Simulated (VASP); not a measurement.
Crystal: SnO2.

```
Sn O
1.0
     4.76482    0.00000    0.00000
     0.00000    4.76482    0.00000
     0.00000    0.00000    3.20750
Sn O
2 4
Direct
  0.50000 0.50000 0.50000
  0.00000 0.00000 0.00000
  0.19403 0.80597 0.50000
  0.80597 0.19403 0.50000
  0.30597 0.30597 0.00000
  0.69403 0.69403 0.00000
```

| Property | Result |
| --- | --- |
| Program | VASP 6.6.1 |
| Task | relaxation of cell and atoms |
| Functional | PBE |
| Potentials or basis | VASP PAW PBE potentials, release 64 (Sn_d, O) |
| Cutoff | 600 eV |
| k mesh | 6 × 6 × 8 |
| Occupations | fermi-dirac, width 0.02 eV |
| Spin | no spin polarisation |

At the start: pressure 7.3 GPa; volume 12.14 Å³/atom.

Task: How do energy, volume and symmetry change on relaxing?

Result: Over 9 steps the energy falls by 10.1 meV/atom and the volume is 12.61 Å³/atom (+3.9 %); space group P4_2/mnm (No. 136, to 0.1 Å) before and after.

The path:
| step | energy change (eV) | largest force (eV/Å) | pressure (GPa) | volume (Å³) |
| --- | --- | --- | --- | --- |
| 1 | 0.0000 | 0.0408 | 7.28 | 72.82 |
| 2 | 0.0188 | 0.2359 | -7.00 | 78.79 |
| 3 | -0.0587 | 0.1009 | 0.02 | 75.50 |
| 4 | -0.0587 | 0.0983 | 0.15 | 75.45 |
| 5 | -0.0605 | 0.0107 | 0.10 | 75.56 |
| 6 | -0.0605 | 0.0123 | 0.10 | 75.59 |
| 7 | -0.0606 | 0.0010 | -0.09 | 75.68 |
| 8 | -0.0606 | 0.0039 | -0.04 | 75.65 |
| 9 | -0.0606 | 0.0006 | 0.00 | 75.64 |

Final structure:
```cif
data_structure
_symmetry_space_group_name_H-M 'P 1'
_symmetry_Int_Tables_number 1
_cell_length_a 4.8301
_cell_length_b 4.8301
_cell_length_c 3.2422
_cell_angle_alpha 90.000
_cell_angle_beta 90.000
_cell_angle_gamma 90.000
_cell_volume 75.64
loop_
_atom_site_label
_atom_site_type_symbol
_atom_site_fract_x
_atom_site_fract_y
_atom_site_fract_z
_atom_site_occupancy
Sn1 Sn 0.50000 0.50000 0.50000 1
Sn2 Sn 0.00000 0.00000 0.00000 1
O1 O 0.19346 0.80654 0.50000 1
O2 O 0.80654 0.19346 0.50000 1
O3 O 0.30654 0.30654 0.00000 1
O4 O 0.69346 0.69346 0.00000 1
```
